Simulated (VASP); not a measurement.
# In (Pm-3m) in VASP: a series of runs, part 2 of 2

VASP 6.6.1. Earlier steps stand in the parts before.

## Step 3: Single point, r2SCAN (27.07 Å³/atom)

This run uses another cell than the first one, of 27.07 Å³/atom.

POSCAR reads:

```
In
1.0
    3.0025678797      0.0000000000      0.0000000000
    0.0000000000      3.0025678797      0.0000000000
    0.0000000000      0.0000000000      3.0025678797
In
1
Direct
    0.0000000000      0.0000000000      0.0000000000
```

INCAR.step1 reads:

```
SYSTEM = In
PREC     = Accurate       ! precision mode
ENCUT    = 520            ! plane-wave cutoff, eV
ISMEAR   = -1             ! smearing method
SIGMA    = 0.1            ! smearing width, eV
LREAL    = .FALSE.        ! projectors in reciprocal space
LASPH    = .TRUE.         ! aspherical terms in the spheres
NELM     = 100            ! most SCF steps
NBANDS   = 12             ! bands
GGA      = PE             ! functional
ALGO     = Normal         ! electronic algorithm
EDIFF    = 1E-4           ! SCF threshold, eV
LWAVE    = .TRUE.         ! write WAVECAR
LCHARG   = .FALSE.        ! write CHGCAR
```

INCAR.step2 reads:

```
SYSTEM = In
PREC     = Accurate       ! precision mode
ENCUT    = 520            ! plane-wave cutoff, eV
EDIFF    = 1E-7           ! SCF threshold, eV
ISMEAR   = -1             ! smearing method
SIGMA    = 0.1            ! smearing width, eV
LREAL    = .FALSE.        ! projectors in reciprocal space
LASPH    = .TRUE.         ! aspherical terms in the spheres
NELM     = 100            ! most SCF steps
ALGO     = Normal         ! electronic algorithm
ISIF     = 2              ! what is computed and relaxed
LWAVE    = .FALSE.        ! write WAVECAR
LCHARG   = .FALSE.        ! write CHGCAR
METAGGA  = R2SCAN         ! meta-GGA
LMIXTAU  = .TRUE.       
NBANDS   = 12             ! bands
ISTART   = 1
```

KPOINTS reads:

```
regular mesh
0
G
  12 12 12
  0 0 0
```

Potentials or basis: VASP PAW PBE potentials, release 64 (In_d).

Command:

```bash
$ cat potpaw_PBE.64/In_d/POTCAR > POTCAR
$ cp INCAR.step1 INCAR
$ mpirun -np 1 vasp_std > vasp.out
$ cp INCAR.step2 INCAR
$ mpirun -np 1 vasp_std > vasp.out
```

OUTCAR:

```text
SYSTEM = In
   PREC = Accurate
   ENCUT = 520
   EDIFF = 1E-7
   ISMEAR = -1
   LREAL = .FALSE.
   LASPH = .TRUE.
   NELM = 100
   ISIF = 2
   METAGGA = R2SCAN
   ISTART = 1

 ion  position               nearest neighbor table
   1  0.000  0.000  0.000-

  LATTYP: Found a simple cubic cell.
 ALAT       =     3.0025678797

  Lattice vectors:

 A1 = (   3.0025678797,   0.0000000000,   0.0000000000)
 A2 = (   0.0000000000,   3.0025678797,   0.0000000000)
 A3 = (   0.0000000000,   0.0000000000,   3.0025678797)

Analysis of symmetry for initial positions (statically):
=====================================================================
 Subroutine PRICEL returns:
 Original cell was already a primitive cell.

 Routine SETGRP: Setting up the symmetry group for a
 simple cubic supercell.

 Subroutine GETGRP returns: Found 48 space group operations
 (whereof 48 operations were pure point group operations)
 out of a pool of 48 trial point group operations.

The static configuration has the point symmetry O_h .

Analysis of symmetry for dynamics (positions and initial velocities):
[... 167 lines left out ...]
      2      -8.7608      2.00000
      3      -7.8962      2.00000
      4      -7.8962      2.00000
      5      -7.8962      2.00000
      6      -2.8853      2.00000
      7      14.8653      0.00000
      8      14.8653      0.00000
      9      14.8653      0.00000
     10      18.1105      0.00000
     11      18.1105      0.00000
     12      20.0175      0.00000
[... 331 lines left out ...]
 k-point    24 :       0.4167    0.3333    0.0000
  band No.  band energies     occupation
      1      -8.4849      2.00000
      2      -8.3966      2.00000
      3      -8.0937      2.00000
      4      -8.0473      2.00000
      5      -7.8632      2.00000
      6       2.3413      2.00000
      7       6.0661      1.99929
      8       9.2519      0.00000
      9      13.7318      0.00000
     10      20.3050      0.00000
     11      21.8587      0.00000
     12      23.7937      0.00000

 [... further k-points ...]

------------------------ aborting loop because EDIFF is reached ----------------------------------------

  FORCE on cell =-STRESS in cart. coord.  units (eV):
  Direction    XX          YY          ZZ          XY          YZ          ZX
  --------------------------------------------------------------------------------------
  -------------------------------------------------------------------------------------
  Total        0.2869115      0.2869115      0.2869115      0.0000000     -0.0000000      0.0000000
  in kB       16.9816559     16.9816559     16.9816559      0.0000000     -0.0000000      0.0000000
  external PRESSURE =      16.9816559 kB  Pullay stress =       0.0000000 kB

 VOLUME and BASIS-vectors are now :
 -----------------------------------------------------------------------------
  energy-cutoff  :      520.00
  volume of cell :       27.07
      direct lattice vectors                 reciprocal lattice vectors
     3.002567880  0.000000000  0.000000000     0.333048257  0.000000000  0.000000000
     0.000000000  3.002567880  0.000000000     0.000000000  0.333048257  0.000000000
     0.000000000  0.000000000  3.002567880     0.000000000  0.000000000  0.333048257

 POSITION                                       TOTAL-FORCE (eV/Angst)
 -----------------------------------------------------------------------------------
      0.00000      0.00000      0.00000         0.000000      0.000000      0.000000
 -----------------------------------------------------------------------------------
    total drift:                                0.000000     -0.000000      0.000000

  FREE ENERGIE OF THE ION-ELECTRON SYSTEM (eV)
  ---------------------------------------------------
  free  energy   TOTEN  =       -22.5294420641 eV

  energy  without entropy=      -22.5150405035  energy(sigma->0) =      -22.52224128
```

OUTCAR.step1:

```text
SYSTEM = In
   PREC = Accurate
   ENCUT = 520
   ISMEAR = -1
   LREAL = .FALSE.
   LASPH = .TRUE.
[... 577 lines left out ...]
 -----------------------------------------------------------------------------------
      0.00000      0.00000      0.00000         0.000000      0.000000      0.000000
 -----------------------------------------------------------------------------------
    total drift:                                0.000000     -0.000000      0.000000

  FREE ENERGIE OF THE ION-ELECTRON SYSTEM (eV)
  ---------------------------------------------------
  free  energy   TOTEN  =        -2.4483395715 eV

  energy  without entropy=       -2.4334654414  energy(sigma->0) =       -2.44090251
```

Wall time 1.7 min (1 thread of Intel Xeon 8259CL, shared host); peak memory 0.16 GiB.

What came out:

| Item | Value |
| --- | --- |
| Free energy | -22.5294 eV |
| Pressure | 1.7 GPa |
| Band gap on the k mesh | zero (an odd number of electrons rules out a gap without spin polarisation) |

Caveat: the PAW data sets were made with another functional, which shifts forces and pressure a little; spin-orbit coupling is left out, which moves the levels of the heavy elements.

## Step 4: Single point, r2SCAN (28.20 Å³/atom)

This run uses another cell than the first one, of 28.20 Å³/atom.

POSCAR reads:

```
In
1.0
    3.0437040583      0.0000000000      0.0000000000
    0.0000000000      3.0437040583      0.0000000000
    0.0000000000      0.0000000000      3.0437040583
In
1
Direct
    0.0000000000      0.0000000000      0.0000000000
```

INCAR.step1 reads:

```
SYSTEM = In
PREC = Accurate
ENCUT = 520
ISMEAR = -1
SIGMA = 0.1
LREAL = .False.
LASPH = .True.
NELM = 100
NBANDS = 12
GGA = PE
ALGO = Normal
EDIFF = 1E-4
LWAVE = .True.
LCHARG = .False.
```

INCAR.step2 reads:

```
SYSTEM = In
PREC = Accurate
ENCUT = 520
EDIFF = 1E-6
ISMEAR = -1
SIGMA = 0.1
LREAL = .False.
LASPH = .True.
NELM = 100
ALGO = Normal
ISIF = 2
LWAVE = .False.
LCHARG = .True.
METAGGA = R2SCAN
LMIXTAU = .True.
LELF = .True.
LVHAR = .True.
NBANDS = 12
ISTART = 1
```

KPOINTS reads:

```
Automatic mesh
0
Gamma
  12 12 12
  0 0 0
```

Potentials or basis: VASP PAW PBE potentials, release 64 (In_d).

Command:

```bash
$ cat potpaw_PBE.64/In_d/POTCAR > POTCAR
$ cp INCAR.step1 INCAR
$ mpirun -np 1 vasp_std > vasp.out
$ cp INCAR.step2 INCAR
$ mpirun -np 1 vasp_std > vasp.out
```

OUTCAR:

```text
SYSTEM = In
   PREC = Accurate
   ENCUT = 520
   EDIFF = 1E-6
   ISMEAR = -1
   LREAL = .False.
   LASPH = .True.
   NELM = 100
   ISIF = 2
   METAGGA = R2SCAN
   ISTART = 1

 ion  position               nearest neighbor table
   1  0.000  0.000  0.000-

  LATTYP: Found a simple cubic cell.
 ALAT       =     3.0437040583

  Lattice vectors:

 A1 = (   3.0437040583,   0.0000000000,   0.0000000000)
 A2 = (   0.0000000000,   3.0437040583,   0.0000000000)
 A3 = (   0.0000000000,   0.0000000000,   3.0437040583)

Analysis of symmetry for initial positions (statically):
=====================================================================
 Subroutine PRICEL returns:
 Original cell was already a primitive cell.

 Routine SETGRP: Setting up the symmetry group for a
 simple cubic supercell.

 Subroutine GETGRP returns: Found 48 space group operations
 (whereof 48 operations were pure point group operations)
 out of a pool of 48 trial point group operations.

The static configuration has the point symmetry O_h .

Analysis of symmetry for dynamics (positions and initial velocities):
[... 167 lines left out ...]
      2      -9.1104      2.00000
      3      -8.3290      2.00000
      4      -8.3290      2.00000
      5      -8.3290      2.00000
      6      -3.0539      2.00000
      7      14.2124      0.00000
      8      14.2124      0.00000
      9      14.2124      0.00000
     10      17.4070      0.00000
     11      17.4070      0.00000
     12      19.1809      0.00000
[... 331 lines left out ...]
 k-point    24 :       0.4167    0.3333    0.0000
  band No.  band energies     occupation
      1      -8.8583      2.00000
      2      -8.7756      2.00000
      3      -8.5069      2.00000
      4      -8.4651      2.00000
      5      -8.2955      2.00000
      6       1.9743      2.00000
      7       5.6769      1.99903
      8       8.6958      0.00000
      9      13.1898      0.00000
     10      19.3875      0.00000
     11      21.1658      0.00000
     12      23.0705      0.00000

 [... further k-points ...]

------------------------ aborting loop because EDIFF is reached ----------------------------------------

  FORCE on cell =-STRESS in cart. coord.  units (eV):
  Direction    XX          YY          ZZ          XY          YZ          ZX
  --------------------------------------------------------------------------------------
  -------------------------------------------------------------------------------------
  Total       -0.0186197     -0.0186197     -0.0186197      0.0000000     -0.0000000      0.0000000
  in kB       -1.0579787     -1.0579787     -1.0579787      0.0000000     -0.0000000      0.0000000
  external PRESSURE =      -1.0579787 kB  Pullay stress =       0.0000000 kB

 VOLUME and BASIS-vectors are now :
 -----------------------------------------------------------------------------
  energy-cutoff  :      520.00
  volume of cell :       28.20
      direct lattice vectors                 reciprocal lattice vectors
     3.043704058  0.000000000  0.000000000     0.328547053  0.000000000  0.000000000
     0.000000000  3.043704058  0.000000000     0.000000000  0.328547053  0.000000000
     0.000000000  0.000000000  3.043704058     0.000000000  0.000000000  0.328547053

 POSITION                                       TOTAL-FORCE (eV/Angst)
 -----------------------------------------------------------------------------------
      0.00000      0.00000      0.00000         0.000000      0.000000      0.000000
 -----------------------------------------------------------------------------------
    total drift:                                0.000000     -0.000000      0.000000

  FREE ENERGIE OF THE ION-ELECTRON SYSTEM (eV)
  ---------------------------------------------------
  free  energy   TOTEN  =       -22.5353066562 eV

  energy  without entropy=      -22.5201928509  energy(sigma->0) =      -22.52774975
```

OUTCAR.step1:

```text
SYSTEM = In
   PREC = Accurate
   ENCUT = 520
   ISMEAR = -1
   LREAL = .False.
   LASPH = .True.
[... 577 lines left out ...]
 -----------------------------------------------------------------------------------
      0.00000      0.00000      0.00000         0.000000      0.000000      0.000000
 -----------------------------------------------------------------------------------
    total drift:                                0.000000     -0.000000      0.000000

  FREE ENERGIE OF THE ION-ELECTRON SYSTEM (eV)
  ---------------------------------------------------
  free  energy   TOTEN  =        -2.4657238696 eV

  energy  without entropy=       -2.4497878018  energy(sigma->0) =       -2.45775584
```

It took 74 s on 1 thread of Intel Xeon 8259CL, shared host; peak memory 0.16 GiB.

Results:

```yaml
Free_energy: -22.5353 eV
Pressure: -0.1 GPa
Band_gap_on_the_k_mesh: zero (an odd number of electrons rules out a gap without spin polarisation)
```

Caveat: the PAW data sets were made with another functional, which shifts forces and pressure a little; spin-orbit coupling is left out, which moves the levels of the heavy elements.

## Step 5: Summary

| cell | gap on the mesh (eV) | pressure (GPa) |
| --- | --- | --- |
| a = 2.960 Å, 1 atom | none | 4.0 |
| a = 3.003 Å, 1 atom | none | 1.7 |
| a = 3.044 Å, 1 atom | none | -0.1 |

Alike in all rows: task single point; level r2SCAN; potentials or basis VASP PAW PBE potentials, release 64 (In_d); no spin polarisation; k mesh 12 × 12 × 12; cutoff (eV) 520; smearing fermi-dirac 0.1 eV.

Caveats: the PAW data sets were made with another functional, which shifts forces and pressure a little; spin-orbit coupling is left out, which moves the levels of the heavy elements; the cell stands under pressure (at least some runs).

Absolute energies hang on the potentials; compare differences alone.
